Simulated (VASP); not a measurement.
# HfN (R3m) in VASP: electric field gradients with PBE

Aim: the electric field gradients of HfN with PBE.

All numbers are computed with VASP 6.6.1; they aren't measurements. Logs are shortened: lines on timing, memory, paths and dates and some standing lists are left out, and cuts for length are marked.

### 1 The cell of the first run

The structure is trigonal, space group R3m (No. 160). Conventional cell: a = 3.190 Å, b = 3.190 Å, c = 7.815 Å, α = 90.00°, β = 90.00°, γ = 120.00°. Within 2.8 Å of Hf (site symmetry 3m) lie 6 N at 2.15 to 2.38 Å. N (site symmetry 3m) has 6 Hf at 2.15 to 2.38 Å within 2.8 Å.

### 2 Electric field gradients, PBE (atom 1 (Hf) moved by [0.11547, 0.11547, 0.11547] A)

INCAR reads:

```
PREC = Accurate
ENCUT = 520
EDIFF = 1E-8
ISMEAR = -1
SIGMA = 0.05
LREAL = F
LASPH = T
NELM = 80
ALGO = Normal
ISIF = 2
LWAVE = F
LCHARG = F
GGA = PE
LEFG = T
NBANDS = 14
```

KPOINTS reads:

```
Automatic mesh
0
Gamma
  16 16 16
```

POSCAR reads:

```
HfN
1.0
    0.0000000000      2.2558601243      2.2558601243
    2.2558601243      0.0000000000      2.2558601243
    2.2558601243      2.2558601243      0.0000000000
Hf N
1 1
Direct
    0.0255933421      0.0255933421      0.0255933421
    0.5000000000      0.5000000000      0.5000000000
```

Potentials or basis: VASP PAW PBE potentials, release 64 (Hf_pv, N).

Run with:

```console
> cat potpaw_PBE.64/Hf_pv/POTCAR potpaw_PBE.64/N/POTCAR > POTCAR
> mpirun -np 1 vasp_std > vasp.out
```

OUTCAR:

```text
PREC = Accurate
   ENCUT = 520
   EDIFF = 1E-8
   ISMEAR = -1
   LREAL = F
   LASPH = T
   NELM = 80
   ISIF = 2
   GGA = PE

 ion  position               nearest neighbor table
   1  0.026  0.026  0.026-   2 2.15   2 2.15   2 2.15   2 2.38   2 2.38   2 2.38
   2  0.500  0.500  0.500-   1 2.15   1 2.15   1 2.15   1 2.38   1 2.38   1 2.38

  LATTYP: Found a face centered cubic cell.
 ALAT       =     4.5117202486

  Lattice vectors:

 A1 = (   0.0000000000,   2.2558601243,   2.2558601243)
 A2 = (   2.2558601243,   0.0000000000,   2.2558601243)
 A3 = (   2.2558601243,   2.2558601243,   0.0000000000)

Analysis of symmetry for initial positions (statically):
=====================================================================
 Subroutine PRICEL returns:
 Original cell was already a primitive cell.

 Routine SETGRP: Setting up the symmetry group for a
 face centered cubic supercell.

 Subroutine GETGRP returns: Found  6 space group operations
 (whereof  6 operations were pure point group operations)
 out of a pool of 48 trial point group operations.

The static configuration has the point symmetry C_3v.

Analysis of symmetry for dynamics (positions and initial velocities):
=====================================================================
 Subroutine PRICEL returns:
 Original cell was already a primitive cell.

 Routine SETGRP: Setting up the symmetry group for a
 face centered cubic supercell.

 Subroutine GETGRP returns: Found  6 space group operations
 (whereof  6 operations were pure point group operations)
 out of a pool of 48 trial point group operations.

The dynamic configuration has the point symmetry C_3v.

 Subroutine INISYM returns: Found  6 space group operations
 (whereof  6 operations are pure point group operations),
 and found     1 'primitive' translations

----------------------------------------------------------------------------------------

                                     Primitive cell

  volume of cell :      22.9597

  direct lattice vectors                    reciprocal lattice vectors
     0.000000000  2.255860124  2.255860124    -0.221644948  0.221644948  0.221644948
     2.255860124  0.000000000  2.255860124     0.221644948 -0.221644948  0.221644948
     2.255860124  2.255860124  0.000000000     0.221644948  0.221644948 -0.221644948

  length of vectors
     3.190267983  3.190267983  3.190267983     0.383900311  0.383900311  0.383900311

  position of ions in fractional coordinates (direct lattice)
     0.025593342  0.025593342  0.025593342
     0.500000000  0.500000000  0.500000000

  ion indices of the primitive-cell ions
   primitive index   ion index
                 1           1
                 2           2

----------------------------------------------------------------------------------------

 KPOINTS: Automatic mesh

Automatic generation of k-mesh.
 Grid dimensions read from file:
 generate k-points for:   16   16   16

 Generating k-lattice:

  Cartesian coordinates                     Fractional coordinates (reciprocal lattice)
    -0.013852809  0.013852809  0.013852809     0.062500000  0.000000000  0.000000000
     0.013852809 -0.013852809  0.013852809     0.000000000  0.062500000  0.000000000
     0.013852809  0.013852809 -0.013852809     0.000000000  0.000000000  0.062500000

  Length of vectors
     0.023993769  0.023993769  0.023993769

  Shift w.r.t. Gamma in fractional coordinates (k-lattice)
     0.000000000  0.000000000  0.000000000

 Subroutine IBZKPT returns following result:
 ===========================================

 Found    417 irreducible k-points:

 Following reciprocal coordinates:
            Coordinates               Weight
  0.000000  0.000000  0.000000      1.000000
  0.062500  0.000000  0.000000      6.000000
  0.062500  0.062500  0.062500      2.000000
  0.125000  0.000000  0.000000      6.000000
  0.125000  0.125000  0.125000      2.000000
  0.187500  0.000000  0.000000      6.000000
[... 16 lines left out ...]
  0.062500  0.062500 -0.125000      6.000000
  0.187500  0.125000  0.187500      6.000000
 [... further k-points ...]
   k-points           NKPTS =    417   k-points in BZ     NKDIM =    417   number of bands    NBANDS=     14
   number of dos      NEDOS =    301   number of ions     NIONS =      2
   total plane-waves  NPLWV =  13824
   dimension x,y,z NGX =    24 NGY =   24 NGZ =   24
   dimension x,y,z NGXF=    48 NGYF=   48 NGZF=   48
   ions per type =               1   1
   NGX,Y,Z   is equivalent  to a cutoff of  12.51, 12.51, 12.51 a.u.
   NGXF,Y,Z  is equivalent  to a cutoff of  25.01, 25.01, 25.01 a.u.
 SYSTEM =  unknown system
   PREC   = accura    normal or accurate (medium, high low for compatibility)
   ISTART =      0    job   : 0-new  1-cont  2-samecut
   ICHARG =      2    charge: 1-file 2-atom 10-const
   ISPIN  =      1    spin polarized calculation?
   LNONCOLLINEAR =      F non collinear calculations
   LSORBIT =      F    spin-orbit coupling
   LASPH  =      T    aspherical Exc in radial PAW
   ENCUT  =  520.0 eV  38.22 Ry    6.18 a.u.   5.93  5.93  5.93*2*pi/ulx,y,z
   NELM   =     80;   NELMIN=  2; NELMDL= -5     # of ELM steps
   EDIFF  = 0.1E-07   stopping-criterion for ELM
   LREAL  =      F    real-space projection
   EDIFFG = 0.1E-06   stopping-criterion for IOM
   NSW    =      0    number of steps for IOM
   IBRION =     -1    ionic relax: 0-MD 1-quasi-New 2-CG
   NFREE  =      0    steps in history (QN), initial steepest desc. (CG)
   ISIF   =      2    stress and relaxation
   ISYM   =      2    0-nonsym 1-usesym 2-fastsym
   POTIM  = 0.5000    time-step for ionic-motion
   TEBEG  =    0.0;   TEEND  =   0.0 temperature during run
   PSTRESS=    0.0 pullay stress
   NELECT =      15.0000    total number of electrons
   NUPDOWN=      -1.0000    fix difference up-down
   EMIN   =  10.00;   EMAX   =-10.00  energy-range for DOS
   EFERMI =   0.00;   METHOD = LEGACY
   ISMEAR =    -1;   SIGMA  =   0.05  broadening in eV -4-tet -1-fermi 0-gaus
   EFERMI_NEDOS =   21; number of points for ismear=-14 and -15
   IALGO  =     38    algorithm
   IMIX   =      4    mixing-type and parameters
     AMIX     =   0.40;   BMIX     =  1.00
     AMIX_MAG =   1.60;   BMIX_MAG =  1.00
  volume/ion in A,a.u.               =      11.48        77.47
  Fermi-wavevector in a.u.,A,eV,Ry     =   1.420528  2.684408 27.455188  2.017899
  Thomas-Fermi vector in A             =   2.541434
   LORBIT       =      0    0 simple, 1 ext, 2 COOP (PROOUT), +10 PAW based schemes
   GGA     = PE    functional components
   LHFCALC =     F    Hartree Fock is set to
   AEXX    =    0.0000 exact exchange contribution
   IVDW    =     0    specifies the selected vdW correction
   LEPSILON=     F    determine dielectric tensor
   LRPA    =     F    only Hartree local field effects (RPA)
 non-spin polarized calculation
  energy-cutoff  :      520.00
  volume of cell :       22.96
 maximum number of plane-waves:       636
   NGX = 11   NGY = 11   NGZ = 11

 number of electron      15.0000002 magnetization

 Free energy of the ion-electron system (eV)
  ---------------------------------------------------
  ext. energy  EPLUGINS =         0.00000000
  ---------------------------------------------------
  free energy    TOTEN  =       -21.51955926 eV

  energy without entropy =      -21.51465796  energy(sigma->0) =      -21.51710861

 E-fermi :   8.4004     XC(G=0): -12.7373

 val. band max:        8.3943383936   @ k =  -0.3750   0.3125   0.0000
 cond. band min:       8.4043043099   @ k =  -0.3750   0.2500   0.5000
 fundamental gap:      0.0099659162
 Fermi energy:         8.4003834585

 k-point     1 :       0.0000    0.0000    0.0000
  band No.  band energies     occupation
      1     -22.6925      2.00000
      2     -22.6712      2.00000
      3     -22.6712      2.00000
      4      -9.1161      2.00000
      5       4.7756      2.00000
      6       4.9092      2.00000
      7       4.9092      2.00000
      8       8.2717      1.85840
      9       8.2717      1.85840
     10       8.9274      0.00005
     11      10.1714      0.00000
     12      10.8687      0.00000
     13      10.8687      0.00000
     14      17.9076      0.00000
[... 375 lines left out ...]
 k-point    24 :       0.1875    0.1250    0.1875
  band No.  band energies     occupation
      1     -22.9612      2.00000
      2     -22.7161      2.00000
      3     -22.6988      2.00000
      4      -8.4705      2.00000
      5       2.8655      2.00000
      6       3.8857      2.00000
      7       4.0870      2.00000
      8       8.2524      1.90136
      9       9.3602      0.00000
     10       9.4472      0.00000
     11      11.6631      0.00000
     12      12.0800      0.00000
     13      13.5793      0.00000
     14      20.1069      0.00000

 [... further k-points ...]
[... 5 lines left out ...]
  --------------------------------------------------------------------------------------
  -------------------------------------------------------------------------------------
  Total        1.3711461      1.3711461      1.3711461     -0.0873350     -0.0873350     -0.0873350
  in kB       95.6814633     95.6814633     95.6814633     -6.0944199     -6.0944199     -6.0944199
  external PRESSURE =      95.6814633 kB  Pullay stress =       0.0000000 kB

 VOLUME and BASIS-vectors are now :
 -----------------------------------------------------------------------------
  energy-cutoff  :      520.00
  volume of cell :       22.96
      direct lattice vectors                 reciprocal lattice vectors
     0.000000000  2.255860124  2.255860124    -0.221644948  0.221644948  0.221644948
     2.255860124  0.000000000  2.255860124     0.221644948 -0.221644948  0.221644948
     2.255860124  2.255860124  0.000000000     0.221644948  0.221644948 -0.221644948

 POSITION                                       TOTAL-FORCE (eV/Angst)
 -----------------------------------------------------------------------------------
      0.11547      0.11547      0.11547        -1.357340     -1.357340     -1.357340
      2.25586      2.25586      2.25586         1.357340      1.357340      1.357340
 -----------------------------------------------------------------------------------
    total drift:                               -0.000004     -0.000004     -0.000004

  FREE ENERGIE OF THE ION-ELECTRON SYSTEM (eV)
  ---------------------------------------------------
  free  energy   TOTEN  =       -21.5195592605 eV

  energy  without entropy=      -21.5146579556  energy(sigma->0) =      -21.51710861

 Electric field gradients (V/A^2)
---------------------------------------------------------------------
 ion       V_xx      V_yy      V_zz      V_xy      V_xz      V_yz
---------------------------------------------------------------------
   1      -0.000     0.000     0.000    17.975    17.975    17.975
   2      -0.000    -0.000    -0.000     1.250     1.250     1.250
---------------------------------------------------------------------

 Electric field gradients after diagonalization (V/A^2)
 (convention: |V_zz| > |V_xx| > |V_yy|)
----------------------------------------------------------------------
 ion       V_xx      V_yy      V_zz     asymmetry (V_yy - V_xx)/ V_zz
----------------------------------------------------------------------
   1     -17.975   -17.975    35.950       0.000
   2      -1.250    -1.250     2.499       0.000
----------------------------------------------------------------------

           NMR quadrupolar parameters

 Cq : quadrupolar parameter    Cq=e*Q*V_zz/h
 eta: asymmetry parameters     (V_yy - V_xx)/ V_zz
 Q  : nuclear electric quadrupole moment in mb (millibarn)
----------------------------------------------------------------------
 ion       Cq(MHz)       eta       Q (mb)
----------------------------------------------------------------------
   1       0.087       0.000       1.000
   2       0.006       0.000       1.000
----------------------------------------------------------------------
```

Run time: 84 s. Hardware: 1 thread of Intel Xeon Platinum 8259CL at 2.50GHz (Skylake/Cascade Lake), shared host; peak memory 0.26 GiB.

What came out:

* Free energy: -21.5196 eV
* Pressure: 9.6 GPa
* Largest force: 2.351 eV/Å
* Band gap on the k mesh: zero (an odd number of electrons rules out a gap without spin polarisation)
* Largest electric field gradient by atom: Hf +36.0; N +2.5 V/Å²

Forces in eV/Å, atoms in the order of the input:
```
Hf  -1.357 -1.357 -1.357
N    1.357  1.357  1.357
```

Stress tensor (GPa, compression positive):
```
 9.57 -0.61 -0.61
-0.61  9.57 -0.61
-0.61 -0.61  9.57
```

Levels at points of the mesh, in eV from the Fermi level:
```tsv
k point	band 3	band 4	band 5	band 6	band 7	band 8	band 9	band 10	band 11	band 12
(0.00, 0.00, 0.00)	-31.07	-17.52	-3.62	-3.49	-3.49	-0.13	-0.13	0.53	1.77	2.47
(0.50, 0.00, 0.00)	-31.16	-14.82	-8.86	-6.16	-6.00	2.94	3.62	3.67	4.47	8.56
(0.50, 0.50, 0.50)	-31.16	-14.91	-8.79	-6.30	-6.30	3.12	3.84	3.84	4.93	8.98
(0.50, 0.50, 0.00)	-31.39	-16.39	-5.38	-4.90	-3.79	-2.46	4.32	5.38	5.57	5.59
```

Electric field gradients, principal values (V/Å²):
| atom | least | middle | greatest (by size) |
| --- | --- | --- | --- |
| 1 Hf | -17.975 | -17.975 | 35.950 |
| 2 N | -1.250 | -1.250 | 2.499 |

Caveat: the cell differs from its parent crystal (atom 1 (Hf) moved by [0.11547, 0.11547, 0.11547] A); the cell stands under pressure; without QUAD_EFG the Cq values of the log hold for a quadrupole moment of 1 mb, not for the nuclei; spin-orbit coupling is left out, which moves the levels of the heavy elements; forces of over 1 eV/Å act on the atoms, so gaps and moduli don't describe the material at rest.
